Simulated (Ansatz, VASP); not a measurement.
**One calculation of Ge5I3, two programs**

```
CELL_PARAMETERS angstrom
5.79574 0.00000 0.00000
-2.89787 5.01926 0.00000
0.00000 0.00000 9.79504
ATOMIC_POSITIONS crystal
Ge 0.50000 0.00000 0.50000
Ge 0.00000 0.50000 0.50000
Ge 0.50000 0.50000 0.50000
Ge 0.00000 0.00000 0.70079
Ge 0.00000 0.00000 0.29921
I 0.50000 0.00000 0.00000
I 0.00000 0.50000 0.00000
I 0.50000 0.50000 0.00000
```

Alike in both runs: task single point; functional PBE; k mesh 3 × 3 × 2; occupations gaussian, width 0.1 eV; no spin polarisation.

|  | VASP | Ansatz |
| --- | --- | --- |
| version | VASP 6.6.1 | Ansatz 0.2.0 |
| potentials or method | VASP PAW PBE potentials, release 64 (Ge_d, I), cutoff 520 eV | scalar-relativistic, plane waves, PAW |
| valence electrons in the cell | 91 | 121 |

Ansatz gave:

```
gap on the k mesh at the Fermi level (eV)                     : none
pressure (GPa)                                                : 2.1
traceless stress, the component that is largest in VASP (GPa) : -7.56
rms of the force components (eV/Å)                            : 0.514
```

Problem. Estimate VASP's values.

Solution. gap on the k mesh at the Fermi level (eV): none; pressure (GPa): 2.1; traceless stress, the component that is largest in VASP (GPa): -7.53; rms of the force components (eV/Å): 0.513.

Atom by atom the forces differ by 0.000 eV/Å (rms over components). A gap of «none» marks a metal or a gap that the smearing closes. VASP's potentials hold 91 valence electrons a cell and Ansatz's 121, so a difference there can come from the potentials and not from the codes.

The k mesh is coarse, so the values compare programs but aren't converged. Spin-orbit coupling is off throughout.
